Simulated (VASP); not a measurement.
Set up this calculation in VASP 6.6.1, as the native input.

* Task: single point
* Functional: PBE
* Potentials or basis: VASP PAW PBE potentials, release 64 (In_d)
* Cutoff: 520 eV
* k mesh: 6 × 6 × 6
* Occupations: gaussian, width 0.1 eV
* Spin: no spin polarisation
* Dipole correction: no
* Further INCAR settings: ALGO = Normal; EDIFF = 1e-07; NBANDS = 12

The structure of In lies in POSCAR:

```
In
1.0
    3.1047862575      0.0000000000      0.0000000000
    0.0000000000      3.1047862575      0.0000000000
    0.0000000000      0.0000000000      3.1811506900
In
1
Direct
    0.0000000000      0.0000000000      0.0000000000
```

One way to write it, as run:

INCAR

```
PREC = Accurate
ENCUT = 520
EDIFF = 1E-7
ISMEAR = 0
SIGMA = 0.1
LREAL = False
LASPH = True
NELM = 60
ALGO = Normal
ISIF = 2
LWAVE = False
LCHARG = True
GGA = PE
LELF = True
LVHAR = True
NBANDS = 12
```

KPOINTS

```
Automatic mesh
0
Gamma
  6 6 6
```

Potentials or basis: VASP PAW PBE potentials, release 64 (In_d).

Launch:

```console
$ cat potpaw_PBE.64/In_d/POTCAR > POTCAR
$ mpirun -np 1 vasp_std > vasp.out
```

Results of the run:

```
Pressure : -0.1 GPa
```

Wall time 3.9 s on 1 thread of Intel(R) Xeon(R) 6975P-C (Granite Rapids), with other jobs on the host, peak memory 0.14 GiB.
